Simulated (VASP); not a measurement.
# SnO (P6_3/mmc) in VASP: notebook

Aim: see how the results for SnO move with the level of theory and the settings. Levels: PBE, r2SCAN. Tasks: single point.

Everything below comes from runs of VASP 6.6.1. Logs are shortened: lines on timing, memory, paths and dates and some standing lists are left out, and cuts for length are marked.

## Step 1: The cell of the first run

It takes space group P6_3/mmc (No. 194, hexagonal). The conventional cell has a = 3.423 Å, b = 3.423 Å, c = 6.418 Å, α = 90.00°, β = 90.00°, γ = 120.00°. Sn (site symmetry -3m) has 6 O at 2.55 Å and 2 Sn at 3.21 Å within 3.4 Å. Within 3.4 Å of O (site symmetry -6m2) lie 6 Sn at 2.55 Å.

## Step 2: Single point, PBE

File INCAR:

```
SYSTEM = SnO
PREC = Accurate
ENCUT = 520
EDIFF = 1E-7
ISMEAR = -1
SIGMA = 0.02
LREAL = .FALSE.
LASPH = .TRUE.
NELM = 60
ALGO = Normal
ISIF = 2
LWAVE = .FALSE.
LCHARG = .FALSE.
GGA = PE
NBANDS = 28
```

File KPOINTS:

```
regular mesh
0
G
  6 6 4
  0 0 0
```

File POSCAR:

```
SnO
1.0
    3.4232701772      0.0000000000      0.0000000000
   -1.7116350886      2.9646389374      0.0000000000
    0.0000000000      0.0000000000      6.4179554290
Sn O
2 2
Direct
    0.0000000000      0.0000000000      0.0000000000
    0.0000000000      0.0000000000      0.5000000000
    0.3333333333      0.6666666667      0.2500000000
    0.6666666667      0.3333333333      0.7500000000
```

Potentials or basis: VASP PAW PBE potentials, release 64 (Sn_d, O).

Launch:

```sh
$ cat potpaw_PBE.64/Sn_d/POTCAR potpaw_PBE.64/O/POTCAR > POTCAR
$ mpirun -np 1 vasp_std > vasp.out
```

OUTCAR:

```text
SYSTEM = SnO
   PREC = Accurate
   ENCUT = 520
   EDIFF = 1E-7
   ISMEAR = -1
   LREAL = .FALSE.
   LASPH = .TRUE.
   NELM = 60
   ISIF = 2
   GGA = PE

 ion  position               nearest neighbor table
   1  0.000  0.000  0.000-   3 2.55   4 2.55   3 2.55   4 2.55   4 2.55   3 2.55   2 3.21   2 3.21

   2  0.000  0.000  0.500-   3 2.55   4 2.55   3 2.55   4 2.55   4 2.55   3 2.55   1 3.21   1 3.21

   3  0.333  0.667  0.250-   1 2.55   2 2.55   1 2.55   2 2.55   1 2.55   2 2.55
   4  0.667  0.333  0.750-   1 2.55   2 2.55   1 2.55   2 2.55   1 2.55   2 2.55

  LATTYP: Found a hexagonal cell.
 ALAT       =     3.4232701772
 C/A-ratio  =     1.8748024832

  Lattice vectors:

 A1 = (   3.4232701772,   0.0000000000,   0.0000000000)
 A2 = (  -1.7116350886,   2.9646389374,   0.0000000000)
 A3 = (   0.0000000000,   0.0000000000,   6.4179554290)

Analysis of symmetry for initial positions (statically):
=====================================================================
 Subroutine PRICEL returns:
 Original cell was already a primitive cell.

 Routine SETGRP: Setting up the symmetry group for a
 hexagonal supercell.

 Subroutine GETGRP returns: Found 24 space group operations
 (whereof 12 operations were pure point group operations)
 out of a pool of 24 trial point group operations.

The static configuration has the point symmetry D_3d.
 The point group associated with its full space group is D_6h.

Analysis of symmetry for dynamics (positions and initial velocities):
=====================================================================
 Subroutine PRICEL returns:
 Original cell was already a primitive cell.

 Routine SETGRP: Setting up the symmetry group for a
 hexagonal supercell.

 Subroutine GETGRP returns: Found 24 space group operations
 (whereof 12 operations were pure point group operations)
 out of a pool of 24 trial point group operations.

The dynamic configuration has the point symmetry D_3d.
 The point group associated with its full space group is D_6h.

 Subroutine INISYM returns: Found 24 space group operations
 (whereof 12 operations are pure point group operations),
 and found     1 'primitive' translations

----------------------------------------------------------------------------------------

                                     Primitive cell

  volume of cell :      65.1343

  direct lattice vectors                    reciprocal lattice vectors
     3.423270177  0.000000000  0.000000000     0.292118340  0.168654602  0.000000000
    -1.711635089  2.964638937  0.000000000     0.000000000  0.337309204  0.000000000
     0.000000000  0.000000000  6.417955429     0.000000000  0.000000000  0.155812861

  length of vectors
     3.423270177  3.423270177  6.417955429     0.337309204  0.337309204  0.155812861

  position of ions in fractional coordinates (direct lattice)
     0.000000000  0.000000000  0.000000000
     0.000000000  0.000000000  0.500000000
     0.333333333  0.666666667  0.250000000
     0.666666667  0.333333333  0.750000000

  ion indices of the primitive-cell ions
   primitive index   ion index
                 1           1
                 2           2
                 3           3
                 4           4

----------------------------------------------------------------------------------------

 KPOINTS: regular mesh

Automatic generation of k-mesh.
 Grid dimensions read from file:
 generate k-points for:    6    6    4

 Generating k-lattice:

  Cartesian coordinates                     Fractional coordinates (reciprocal lattice)
     0.048686390  0.028109100  0.000000000     0.166666667  0.000000000  0.000000000
     0.000000000  0.056218201  0.000000000     0.000000000  0.166666667  0.000000000
     0.000000000  0.000000000  0.038953215     0.000000000  0.000000000  0.250000000

  Length of vectors
     0.056218201  0.056218201  0.038953215

  Shift w.r.t. Gamma in fractional coordinates (k-lattice)
     0.000000000  0.000000000  0.000000000

 Subroutine IBZKPT returns following result:
 ===========================================

 Found     21 irreducible k-points:

 Following reciprocal coordinates:
            Coordinates               Weight
  0.000000  0.000000  0.000000      1.000000
  0.166667  0.000000  0.000000      6.000000
  0.333333  0.000000  0.000000      6.000000
  0.500000  0.000000  0.000000      3.000000
  0.166667  0.166667  0.000000      6.000000
  0.333333  0.166667  0.000000     12.000000
[... 13 lines left out ...]
  0.333333  0.166667  0.500000     12.000000
  0.333333  0.333333  0.500000      2.000000
   k-points           NKPTS =     21   k-points in BZ     NKDIM =     21   number of bands    NBANDS=     28
   number of dos      NEDOS =    301   number of ions     NIONS =      4
   total plane-waves  NPLWV =  37632
   dimension x,y,z NGX =    28 NGY =   28 NGZ =   48
   dimension x,y,z NGXF=    56 NGYF=   56 NGZF=   96
   ions per type =               2   2
   NGX,Y,Z   is equivalent  to a cutoff of  13.60, 13.60, 12.43 a.u.
   NGXF,Y,Z  is equivalent  to a cutoff of  27.20, 27.20, 24.87 a.u.
 SYSTEM =  SnO
   PREC   = accura    normal or accurate (medium, high low for compatibility)
   ISTART =      0    job   : 0-new  1-cont  2-samecut
   ICHARG =      2    charge: 1-file 2-atom 10-const
   ISPIN  =      1    spin polarized calculation?
   LNONCOLLINEAR =      F non collinear calculations
   LSORBIT =      F    spin-orbit coupling
   LASPH  =      T    aspherical Exc in radial PAW
   ENCUT  =  520.0 eV  38.22 Ry    6.18 a.u.   6.37  6.37 11.93*2*pi/ulx,y,z
   NELM   =     60;   NELMIN=  2; NELMDL= -5     # of ELM steps
   EDIFF  = 0.1E-06   stopping-criterion for ELM
   LREAL  =      F    real-space projection
   EDIFFG = 0.1E-05   stopping-criterion for IOM
   NSW    =      0    number of steps for IOM
   IBRION =     -1    ionic relax: 0-MD 1-quasi-New 2-CG
   NFREE  =      0    steps in history (QN), initial steepest desc. (CG)
   ISIF   =      2    stress and relaxation
   ISYM   =      2    0-nonsym 1-usesym 2-fastsym
   POTIM  = 0.5000    time-step for ionic-motion
   TEBEG  =    0.0;   TEEND  =   0.0 temperature during run
   PSTRESS=    0.0 pullay stress
   NELECT =      40.0000    total number of electrons
   NUPDOWN=      -1.0000    fix difference up-down
   EMIN   =  10.00;   EMAX   =-10.00  energy-range for DOS
   EFERMI =   0.00;   METHOD = LEGACY
   ISMEAR =    -1;   SIGMA  =   0.02  broadening in eV -4-tet -1-fermi 0-gaus
   EFERMI_NEDOS =   21; number of points for ismear=-14 and -15
   IALGO  =     38    algorithm
   IMIX   =      4    mixing-type and parameters
     AMIX     =   0.40;   BMIX     =  1.00
     AMIX_MAG =   1.60;   BMIX_MAG =  1.00
  volume/ion in A,a.u.               =      16.28       109.89
  Fermi-wavevector in a.u.,A,eV,Ry     =   1.391527  2.629605 26.345601  1.936347
  Thomas-Fermi vector in A             =   2.515357
   LORBIT       =      0    0 simple, 1 ext, 2 COOP (PROOUT), +10 PAW based schemes
   GGA     = PE    functional components
[... 5 lines left out ...]
 non-spin polarized calculation
  energy-cutoff  :      520.00
  volume of cell :       65.13
 maximum number of plane-waves:      1787
 NGX is ok and might be reduce to    28
   NGX = 13   NGY = 13   NGZ = 23

 number of electron      40.0000007 magnetization

 Free energy of the ion-electron system (eV)
  ---------------------------------------------------
  ext. energy  EPLUGINS =         0.00000000
  ---------------------------------------------------
  free energy    TOTEN  =       -20.64283964 eV

  energy without entropy =      -20.64207457  energy(sigma->0) =      -20.64245710

 E-fermi :   8.0559     XC(G=0): -10.8361

 val. band max:        8.0235727505   @ k =   0.1667   0.0000   0.0000
 cond. band min:       8.2251082062   @ k =   0.3333   0.3333   0.5000
 fundamental gap:      0.2015354558
 Fermi energy:         8.0559115374

 k-point     1 :       0.0000    0.0000    0.0000
  band No.  band energies     occupation
      1     -13.9511      2.00000
      2     -13.8218      2.00000
      3     -13.8218      2.00000
      4     -13.8083      2.00000
      5     -13.8083      2.00000
      6     -13.7596      2.00000
[... 20 lines left out ...]
     27      15.7406      0.00000
     28      18.7261      0.00000

 k-point     2 :       0.1667    0.0000    0.0000
  band No.  band energies     occupation
      1     -13.9361      2.00000
      2     -13.8446      2.00000
      3     -13.8156      2.00000
      4     -13.8037      2.00000
      5     -13.7909      2.00000
      6     -13.7789      2.00000
[... 20 lines left out ...]
     27      15.9350      0.00000
     28      17.1074      0.00000

 k-point     3 :       0.3333    0.0000    0.0000
  band No.  band energies     occupation
      1     -13.9493      2.00000
      2     -13.9078      2.00000
      3     -13.8361      2.00000
      4     -13.8217      2.00000
      5     -13.7766      2.00000
      6     -13.7300      2.00000
[... 20 lines left out ...]
     27      15.2760      0.00000
     28      18.5370      0.00000

 k-point     4 :       0.5000    0.0000    0.0000
  band No.  band energies     occupation
      1     -13.9978      2.00000
      2     -13.9056      2.00000
      3     -13.8474      2.00000
      4     -13.8187      2.00000
      5     -13.7819      2.00000
      6     -13.7446      2.00000
[... 20 lines left out ...]
     27      15.6106      0.00000
     28      17.7841      0.00000

 k-point     5 :       0.1667    0.1667    0.0000
  band No.  band energies     occupation
      1     -13.9137      2.00000
      2     -13.9025      2.00000
      3     -13.8198      2.00000
      4     -13.8128      2.00000
      5     -13.7845      2.00000
      6     -13.7560      2.00000
[... 20 lines left out ...]
     27      15.9197      0.00000
     28      17.9360      0.00000

 k-point     6 :       0.3333    0.1667    0.0000
  band No.  band energies     occupation
      1     -13.9575      2.00000
      2     -13.8936      2.00000
      3     -13.8137      2.00000
      4     -13.8137      2.00000
      5     -13.8120      2.00000
      6     -13.7367      2.00000
[... 370 lines left out ...]
      5     -13.7483      2.00000
      6     -13.7483      2.00000
[... 20 lines left out ...]
     27      15.6102      0.00000
     28      15.6102      0.00000

 k-point    19 :       0.1667    0.1667    0.5000
  band No.  band energies     occupation
      1     -13.8425      2.00000
      2     -13.8425      2.00000
      3     -13.8106      2.00000
      4     -13.8106      2.00000
      5     -13.7915      2.00000
      6     -13.7915      2.00000
[... 20 lines left out ...]
     27      17.4586      0.00000
     28      17.4586      0.00000

 k-point    20 :       0.3333    0.1667    0.5000
  band No.  band energies     occupation
      1     -13.8733      2.00000
      2     -13.8733      2.00000
      3     -13.8140      2.00000
      4     -13.8140      2.00000
      5     -13.7654      2.00000
      6     -13.7654      2.00000
[... 20 lines left out ...]
     27      17.2218      0.00000
     28      17.2218      0.00000

 k-point    21 :       0.3333    0.3333    0.5000
  band No.  band energies     occupation
      1     -13.8588      2.00000
      2     -13.8588      2.00000
      3     -13.7769      2.00000
      4     -13.7769      2.00000
      5     -13.7648      2.00000
      6     -13.7648      2.00000
[... 20 lines left out ...]
     27      18.6495      0.00000
     28      18.6495      0.00000

------------------------ aborting loop because EDIFF is reached ----------------------------------------

  FORCE on cell =-STRESS in cart. coord.  units (eV):
  Direction    XX          YY          ZZ          XY          YZ          ZX
  --------------------------------------------------------------------------------------
  -------------------------------------------------------------------------------------
  Total        1.0000308      1.0000308      1.3523488      0.0000000      0.0000000      0.0000000
  in kB       24.5988200     24.5988200     33.2651606      0.0000000      0.0000000      0.0000000
  external PRESSURE =      27.4876002 kB  Pullay stress =       0.0000000 kB

 VOLUME and BASIS-vectors are now :
 -----------------------------------------------------------------------------
  energy-cutoff  :      520.00
  volume of cell :       65.13
      direct lattice vectors                 reciprocal lattice vectors
     3.423270177  0.000000000  0.000000000     0.292118340  0.168654602  0.000000000
    -1.711635089  2.964638937  0.000000000     0.000000000  0.337309204  0.000000000
     0.000000000  0.000000000  6.417955429     0.000000000  0.000000000  0.155812861

 POSITION                                       TOTAL-FORCE (eV/Angst)
 -----------------------------------------------------------------------------------
      0.00000      0.00000      0.00000         0.000000      0.000000      0.000000
      0.00000      0.00000      3.20898         0.000000      0.000000      0.000000
     -0.00000      1.97643      1.60449        -0.000000     -0.000000      0.000000
      1.71164      0.98821      4.81347         0.000000      0.000000     -0.000000
 -----------------------------------------------------------------------------------
    total drift:                                0.000000     -0.000000      0.000000

  FREE ENERGIE OF THE ION-ELECTRON SYSTEM (eV)
  ---------------------------------------------------
  free  energy   TOTEN  =       -20.6428396354 eV

  energy  without entropy=      -20.6420745743  energy(sigma->0) =      -20.64245710
```

It took 25 s on 1 thread of AMD EPYC 9R45 (Zen 5), shared host; peak memory 0.16 GiB.

What came out:

```yaml
Free_energy: -20.6428 eV
Pressure: 2.7 GPa
Band_gap_on_the_k_mesh: zero (band 20 reaches 8.27 eV, above the bottom of band 21 at 7.46 eV)
```

Stress tensor (GPa, compression positive):
```
2.46 0.00 0.00
0.00 2.46 0.00
0.00 0.00 3.33
```

Caveat: spin-orbit coupling is left out, which moves the levels of the heavy elements.

(Continued in part 2 of 2.)
